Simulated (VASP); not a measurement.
Input of a VASP 6.6.1 run:

The input POSCAR:

```
Gd
1.0
    2.7291031274      0.0000000000      0.0000000000
    0.0000000000      2.7291031274      0.0000000000
    0.0000000000      0.0000000000      2.7291031274
Gd
1
Direct
    0.0000000000      0.0000000000      0.0000000000
```

INCAR.step1

```
SYSTEM = Gd
PREC     = Accurate       ! precision mode
ENCUT    = 520            ! plane-wave cutoff, eV
EDIFF    = 1E-7           ! SCF threshold, eV
ISMEAR   = -1             ! smearing method
SIGMA    = 0.08           ! smearing width, eV
LREAL    = .FALSE.        ! projectors in reciprocal space
LASPH    = .TRUE.         ! aspherical terms in the spheres
NELM     = 150            ! most SCF steps
ALGO     = Normal         ! electronic algorithm
ISIF     = 2              ! what is computed and relaxed
LWAVE    = .FALSE.        ! write WAVECAR
LCHARG   = .TRUE.         ! write CHGCAR
ISPIN    = 2              ! spin polarisation
MAGMOM   = 7              ! initial moments
LMAXMIX  = 6              ! l up to which the mixer works
GGA      = PE             ! functional
NBANDS   = 19             ! bands
```

File KPOINTS.step1:

```
Automatic mesh
0
G
  13 13 13
  0 0 0
```

File INCAR.step2:

```
SYSTEM = Gd
PREC     = Accurate       ! precision mode
ENCUT    = 520            ! plane-wave cutoff, eV
EDIFF    = 1E-7           ! SCF threshold, eV
ISMEAR   = -5             ! smearing method
SIGMA    = 0.08           ! smearing width, eV
LREAL    = .FALSE.        ! projectors in reciprocal space
LASPH    = .TRUE.         ! aspherical terms in the spheres
NELM     = 150            ! most SCF steps
ALGO     = Normal         ! electronic algorithm
ISIF     = 2              ! what is computed and relaxed
LWAVE    = .FALSE.        ! write WAVECAR
LCHARG   = .FALSE.        ! write CHGCAR
ISPIN    = 2              ! spin polarisation
MAGMOM   = 7              ! initial moments
LORBIT   = 11             ! projections on sites
LMAXMIX  = 6              ! l up to which the mixer works
GGA      = PE             ! functional
NEDOS    = 2001           ! points of the DOS
ICHARG   = 11             ! starting density
```

File KPOINTS.step2:

```
Automatic mesh
0
G
  20 20 20
  0 0 0
```

Potentials or basis: VASP PAW PBE potentials, release 64 (Gd).

Command:

```bash
$ cat potpaw_PBE.64/Gd/POTCAR > POTCAR
$ cp INCAR.step1 INCAR
$ cp KPOINTS.step1 KPOINTS
$ mpirun -np 1 vasp_std > vasp.out
$ cp INCAR.step2 INCAR
$ cp KPOINTS.step2 KPOINTS
$ mpirun -np 1 vasp_std > vasp.out
```

**Question.** Predict the site moments.

**Answer.** Gd +6.87 μB.

**Question.** Estimate the net moment.

**Answer.** 7.22 μB per cell.

 The state reached can hang on the start; a lower one may exist.
